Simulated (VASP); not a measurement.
# Cd: single point with LDA

Cd:

```xyz
1
Lattice="0.0000 2.0775 2.0775 2.0775 0.0000 2.0775 2.0775 2.0775 0.0000" Properties=species:S:1:pos:R:3 pbc="T T T"
Cd    0.0000    0.0000    0.0000
```

This isn't the form of Cd at room conditions, which is hcp.

```json
{
  "Program": "VASP 6.6.1",
  "Task": "single point",
  "Functional": "LDA",
  "Potentials or basis": "VASP PAW LDA potentials, release 64 (Cd_sv_GW)",
  "Cutoff": "630 eV",
  "k mesh": "18 × 18 × 18",
  "Occupations": "gaussian, width 0.05 eV",
  "Spin": "no spin polarisation"
}
```

The pressure is 10.0 GPa and the band gap on the k mesh is zero (bands 10 and 11 overlap by 2.54 eV).

Levels at points of the mesh, in eV from the Fermi level:
```csv
k point,band 8,band 9,band 10,band 11,band 12,band 13
"(0.00, 0.00, 0.00)",-9.70,-9.00,-9.00,13.57,16.24,16.24
"(0.50, 0.00, 0.00)",-8.44,-8.44,-3.15,-0.93,12.85,13.95
"(0.50, 0.50, 0.00)",-8.29,-8.29,-1.37,2.21,7.26,7.26
```

It took 75 s on 1 thread of AMD EPYC 7R43 64-Core Processor (Zen 3), on a shared host, peak memory 0.17 GiB.

Caveat: the cell stands under pressure.
